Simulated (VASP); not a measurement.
# NaI (zincblende type) (Imm2) in VASP: electric field gradients with PBE

Aim: the electric field gradients of NaI (zincblende type) with PBE.

All numbers are computed with VASP 6.6.1; they aren't measurements. Logs are shortened: lines on timing, memory, paths and dates and some standing lists are left out, and cuts for length are marked.

### Step 1. The cell of the first run

Symmetry: Imm2, No. 44, orthorhombic system. The conventional cell has a = 5.065 Å, b = 5.065 Å, c = 7.163 Å, α = 90.00°, β = 90.00°, γ = 90.00°. Na (site symmetry mm2) has 4 I at 3.08 to 3.12 Å within 4.1 Å. I (site symmetry mm2) has 4 Na at 3.08 to 3.12 Å within 4.1 Å.

### Step 2. Electric field gradients, PBE (atom 1 (Na) moved by [0.03, 0.0, 0.0] A)

INCAR

```
PREC = Accurate
ENCUT = 520
EDIFF = 1E-8
ISMEAR = -1
SIGMA = 0.05
LREAL = False
LASPH = True
NELM = 100
ALGO = Normal
ISIF = 2
LWAVE = False
LCHARG = False
GGA = PE
LEFG = True
NBANDS = 14
```

KPOINTS

```
Automatic mesh
0
Gamma
  10 10 10
```

POSCAR

```
NaI
1.0
    0.0000000000      3.5813786433      3.5813786433
    3.5813786433      0.0000000000      3.5813786433
    3.5813786433      3.5813786433      0.0000000000
Na I
1 1
Direct
   -0.0041883312      0.0041883312      0.0041883312
    0.2500000000      0.2500000000      0.2500000000
```

Potentials or basis: VASP PAW PBE potentials, release 64 (Na_pv, I).

Launch:

```
$ cat potpaw_PBE.64/Na_pv/POTCAR potpaw_PBE.64/I/POTCAR > POTCAR
$ mpirun -np 1 vasp_std > vasp.out
```

OUTCAR:

```text
PREC = Accurate
   ENCUT = 520
   EDIFF = 1E-8
   ISMEAR = -1
   LREAL = False
   LASPH = True
   NELM = 100
   ISIF = 2
   GGA = PE

 ion  position               nearest neighbor table
   1  0.996  0.004  0.004-   2 3.08   2 3.08   2 3.12   2 3.12
   2  0.250  0.250  0.250-   1 3.08   1 3.08   1 3.12   1 3.12

  LATTYP: Found a face centered cubic cell.
 ALAT       =     7.1627572866

  Lattice vectors:

 A1 = (   0.0000000000,   3.5813786433,   3.5813786433)
 A2 = (   3.5813786433,   0.0000000000,   3.5813786433)
 A3 = (   3.5813786433,   3.5813786433,   0.0000000000)

Analysis of symmetry for initial positions (statically):
=====================================================================
 Subroutine PRICEL returns:
 Original cell was already a primitive cell.

 Routine SETGRP: Setting up the symmetry group for a
 face centered cubic supercell.

 Subroutine GETGRP returns: Found  4 space group operations
 (whereof  4 operations were pure point group operations)
 out of a pool of 48 trial point group operations.

The static configuration has the point symmetry C_2v.

Analysis of symmetry for dynamics (positions and initial velocities):
=====================================================================
 Subroutine PRICEL returns:
 Original cell was already a primitive cell.

 Routine SETGRP: Setting up the symmetry group for a
 face centered cubic supercell.

 Subroutine GETGRP returns: Found  4 space group operations
 (whereof  4 operations were pure point group operations)
 out of a pool of 48 trial point group operations.

The dynamic configuration has the point symmetry C_2v.

 Subroutine INISYM returns: Found  4 space group operations
 (whereof  4 operations are pure point group operations),
 and found     1 'primitive' translations

----------------------------------------------------------------------------------------

                                     Primitive cell

  volume of cell :      91.8715

  direct lattice vectors                    reciprocal lattice vectors
     0.000000000  3.581378643  3.581378643    -0.139611041  0.139611041  0.139611041
     3.581378643  0.000000000  3.581378643     0.139611041 -0.139611041  0.139611041
     3.581378643  3.581378643  0.000000000     0.139611041  0.139611041 -0.139611041

  length of vectors
     5.064834249  5.064834249  5.064834249     0.241813416  0.241813416  0.241813416

  position of ions in fractional coordinates (direct lattice)
     0.995811669  0.004188331  0.004188331
     0.250000000  0.250000000  0.250000000

  ion indices of the primitive-cell ions
   primitive index   ion index
                 1           1
                 2           2

----------------------------------------------------------------------------------------

 KPOINTS: Automatic mesh

Automatic generation of k-mesh.
 Grid dimensions read from file:
 generate k-points for:   10   10   10

 Generating k-lattice:

  Cartesian coordinates                     Fractional coordinates (reciprocal lattice)
    -0.013961104  0.013961104  0.013961104     0.100000000  0.000000000  0.000000000
     0.013961104 -0.013961104  0.013961104     0.000000000  0.100000000  0.000000000
     0.013961104  0.013961104 -0.013961104     0.000000000  0.000000000  0.100000000

  Length of vectors
     0.024181342  0.024181342  0.024181342

  Shift w.r.t. Gamma in fractional coordinates (k-lattice)
     0.000000000  0.000000000  0.000000000

 Subroutine IBZKPT returns following result:
 ===========================================

 Found    171 irreducible k-points:

 Following reciprocal coordinates:
            Coordinates               Weight
  0.000000  0.000000  0.000000      1.000000
  0.100000  0.000000  0.000000      4.000000
  0.000000  0.100000  0.000000      4.000000
  0.200000  0.000000  0.000000      4.000000
  0.000000  0.200000  0.000000      4.000000
  0.300000  0.000000  0.000000      4.000000
[... 16 lines left out ...]
  0.000000  0.400000  0.100000      4.000000
  0.100000  0.000000  0.400000      8.000000
 [... further k-points ...]
   k-points           NKPTS =    171   k-points in BZ     NKDIM =    171   number of bands    NBANDS=     14
   number of dos      NEDOS =    301   number of ions     NIONS =      2
   total plane-waves  NPLWV =  64000
   dimension x,y,z NGX =    40 NGY =   40 NGZ =   40
   dimension x,y,z NGXF=    80 NGYF=   80 NGZF=   80
   ions per type =               1   1
   NGX,Y,Z   is equivalent  to a cutoff of  13.13, 13.13, 13.13 a.u.
   NGXF,Y,Z  is equivalent  to a cutoff of  26.26, 26.26, 26.26 a.u.
 SYSTEM =  unknown system
   PREC   = accura    normal or accurate (medium, high low for compatibility)
   ISTART =      0    job   : 0-new  1-cont  2-samecut
   ICHARG =      2    charge: 1-file 2-atom 10-const
   ISPIN  =      1    spin polarized calculation?
   LNONCOLLINEAR =      F non collinear calculations
   LSORBIT =      F    spin-orbit coupling
   LASPH  =      T    aspherical Exc in radial PAW
   ENCUT  =  520.0 eV  38.22 Ry    6.18 a.u.   9.42  9.42  9.42*2*pi/ulx,y,z
   NELM   =    100;   NELMIN=  2; NELMDL= -5     # of ELM steps
   EDIFF  = 0.1E-07   stopping-criterion for ELM
   LREAL  =      F    real-space projection
   EDIFFG = 0.1E-06   stopping-criterion for IOM
   NSW    =      0    number of steps for IOM
   IBRION =     -1    ionic relax: 0-MD 1-quasi-New 2-CG
   NFREE  =      0    steps in history (QN), initial steepest desc. (CG)
   ISIF   =      2    stress and relaxation
   ISYM   =      2    0-nonsym 1-usesym 2-fastsym
   POTIM  = 0.5000    time-step for ionic-motion
   TEBEG  =    0.0;   TEEND  =   0.0 temperature during run
   PSTRESS=    0.0 pullay stress
   NELECT =      14.0000    total number of electrons
   NUPDOWN=      -1.0000    fix difference up-down
   EMIN   =  10.00;   EMAX   =-10.00  energy-range for DOS
   EFERMI =   0.00;   METHOD = LEGACY
   ISMEAR =    -1;   SIGMA  =   0.05  broadening in eV -4-tet -1-fermi 0-gaus
   EFERMI_NEDOS =   21; number of points for ismear=-14 and -15
   IALGO  =     38    algorithm
   IMIX   =      4    mixing-type and parameters
     AMIX     =   0.40;   BMIX     =  1.00
     AMIX_MAG =   1.60;   BMIX_MAG =  1.00
  volume/ion in A,a.u.               =      45.94       309.99
  Fermi-wavevector in a.u.,A,eV,Ry     =   0.874428  1.652429 10.403340  0.764624
  Thomas-Fermi vector in A             =   1.993957
   LORBIT       =      0    0 simple, 1 ext, 2 COOP (PROOUT), +10 PAW based schemes
   GGA     = PE    functional components
   LHFCALC =     F    Hartree Fock is set to
   AEXX    =    0.0000 exact exchange contribution
   IVDW    =     0    specifies the selected vdW correction
   LEPSILON=     F    determine dielectric tensor
   LRPA    =     F    only Hartree local field effects (RPA)
 non-spin polarized calculation
  energy-cutoff  :      520.00
  volume of cell :       91.87
 maximum number of plane-waves:      2501
 NGX is ok and might be reduce to    40
   NGX = 19   NGY = 19   NGZ = 19

 number of electron      14.0000002 magnetization

 Free energy of the ion-electron system (eV)
  ---------------------------------------------------
  ext. energy  EPLUGINS =         0.00000000
  ---------------------------------------------------
  free energy    TOTEN  =        -5.29327038 eV

  energy without entropy =       -5.29327038  energy(sigma->0) =       -5.29327038

 E-fermi :  -0.1621     XC(G=0):  -6.3476

 val. band max:       -1.2483776354   @ k =   0.0000   0.0000   0.0000
 cond. band min:       2.5092433234   @ k =   0.0000   0.0000   0.0000
 fundamental gap:      3.7576209588
 Fermi energy:        -0.1620597847

 k-point     1 :       0.0000    0.0000    0.0000
  band No.  band energies     occupation
      1     -23.4097      2.00000
      2     -23.4090      2.00000
      3     -23.4082      2.00000
      4     -11.6516      2.00000
      5      -1.2704      2.00000
      6      -1.2592      2.00000
      7      -1.2484      2.00000
      8       2.5092      0.00000
      9       6.5828      0.00000
     10       6.5856      0.00000
     11       6.5880      0.00000
     12       8.3480      0.00000
     13       8.3489      0.00000
     14       9.5734      0.00000

 k-point     2 :       0.1000    0.0000    0.0000
  band No.  band energies     occupation
      1     -23.4097      2.00000
      2     -23.4091      2.00000
      3     -23.4084      2.00000
      4     -11.6407      2.00000
      5      -1.4159      2.00000
      6      -1.2753      2.00000
      7      -1.2611      2.00000
      8       2.7345      0.00000
      9       6.4176      0.00000
     10       6.6544      0.00000
     11       6.6607      0.00000
     12       8.1224      0.00000
     13       8.1226      0.00000
     14       9.7196      0.00000

 k-point     3 :       0.0000    0.1000    0.0000
  band No.  band energies     occupation
      1     -23.4098      2.00000
      2     -23.4090      2.00000
      3     -23.4082      2.00000
      4     -11.6408      2.00000
      5      -1.4015      2.00000
      6      -1.2830      2.00000
      7      -1.2680      2.00000
      8       2.7346      0.00000
      9       6.4143      0.00000
     10       6.6541      0.00000
     11       6.6598      0.00000
     12       8.1266      0.00000
     13       8.1283      0.00000
     14       9.7222      0.00000
[... 324 lines left out ...]
 k-point    23 :       0.0000    0.4000    0.1000
  band No.  band energies     occupation
      1     -23.4112      2.00000
      2     -23.4095      2.00000
      3     -23.4085      2.00000
      4     -11.5496      2.00000
      5      -2.2398      2.00000
      6      -1.4207      2.00000
      7      -1.4193      2.00000
      8       4.1479      0.00000
      9       5.8920      0.00000
     10       6.3633      0.00000
     11       6.6680      0.00000
     12       8.4343      0.00000
     13       9.3263      0.00000
     14       9.3699      0.00000

 k-point    24 :       0.1000    0.0000    0.4000
  band No.  band energies     occupation
      1     -23.4112      2.00000
      2     -23.4094      2.00000
      3     -23.4085      2.00000
      4     -11.5497      2.00000
      5      -2.2380      2.00000
      6      -1.4330      2.00000
      7      -1.4090      2.00000
      8       4.1496      0.00000
      9       5.8901      0.00000
     10       6.3697      0.00000
     11       6.6560      0.00000
     12       8.4364      0.00000
     13       9.3226      0.00000
     14       9.3799      0.00000

 [... further k-points ...]

------------------------ aborting loop because EDIFF is reached ----------------------------------------

  FORCE on cell =-STRESS in cart. coord.  units (eV):
  Direction    XX          YY          ZZ          XY          YZ          ZX
  --------------------------------------------------------------------------------------
  -------------------------------------------------------------------------------------
  Total        0.0091045      0.0114234      0.0114234      0.0000000      0.0604356      0.0000000
  in kB        0.1587771      0.1992156      0.1992156      0.0000000      1.0539564      0.0000000
  external PRESSURE =       0.1857361 kB  Pullay stress =       0.0000000 kB

 VOLUME and BASIS-vectors are now :
 -----------------------------------------------------------------------------
  energy-cutoff  :      520.00
  volume of cell :       91.87
      direct lattice vectors                 reciprocal lattice vectors
     0.000000000  3.581378643  3.581378643    -0.139611041  0.139611041  0.139611041
     3.581378643  0.000000000  3.581378643     0.139611041 -0.139611041  0.139611041
     3.581378643  3.581378643  0.000000000     0.139611041  0.139611041 -0.139611041

 POSITION                                       TOTAL-FORCE (eV/Angst)
 -----------------------------------------------------------------------------------
      0.03000      3.58138      3.58138        -0.037691      0.000000      0.000000
      1.79069      1.79069      1.79069         0.037691      0.000000      0.000000
 -----------------------------------------------------------------------------------
    total drift:                                0.000326      0.000001      0.000001

  FREE ENERGIE OF THE ION-ELECTRON SYSTEM (eV)
  ---------------------------------------------------
  free  energy   TOTEN  =        -5.2932703800 eV

  energy  without entropy=       -5.2932703799  energy(sigma->0) =       -5.29327038

 Electric field gradients (V/A^2)
---------------------------------------------------------------------
 ion       V_xx      V_yy      V_zz      V_xy      V_xz      V_yz
---------------------------------------------------------------------
   1       0.015    -0.008    -0.008     0.001     0.001    -0.760
   2      -0.003     0.001     0.001    -0.000    -0.000     1.725
---------------------------------------------------------------------

 Electric field gradients after diagonalization (V/A^2)
 (convention: |V_zz| > |V_xx| > |V_yy|)
----------------------------------------------------------------------
 ion       V_xx      V_yy      V_zz     asymmetry (V_yy - V_xx)/ V_zz
----------------------------------------------------------------------
   1       0.753     0.015    -0.768       0.961
   2      -1.724    -0.003     1.726       0.997
----------------------------------------------------------------------

           NMR quadrupolar parameters

 Cq : quadrupolar parameter    Cq=e*Q*V_zz/h
 eta: asymmetry parameters     (V_yy - V_xx)/ V_zz
 Q  : nuclear electric quadrupole moment in mb (millibarn)
----------------------------------------------------------------------
 ion       Cq(MHz)       eta       Q (mb)
----------------------------------------------------------------------
   1      -0.002       0.961       1.000
   2       0.004       0.997       1.000
----------------------------------------------------------------------
```

Wall time 3.1 min (1 thread of Intel Xeon Platinum 8259CL at 2.50GHz (Skylake/Cascade Lake), shared host); peak memory 0.39 GiB.

What came out:

```yaml
Free_energy: -5.2933 eV
Pressure: 0.0 GPa
Largest_force: 0.038 eV/Å
Band_gap_on_the_k_mesh: 3.76 eV
Largest_electric_field_gradient_by_atom: Na -0.8; I +1.7 V/Å²
```

Forces in eV/Å, atoms in the order of the input:
```
Na  -0.038  0.000  0.000
I    0.038  0.000  0.000
```

Electric field gradients, principal values (V/Å²):
```
atom   least  middle  greatest (by size)
1 Na   0.015   0.753              -0.768
 2 I  -0.003  -1.724               1.726
```

Caveat: the cell differs from its parent crystal (atom 1 (Na) moved by [0.03, 0.0, 0.0] A); without QUAD_EFG the Cq values of the log hold for a quadrupole moment of 1 mb, not for the nuclei; spin-orbit coupling is left out, which moves the levels of the heavy elements.
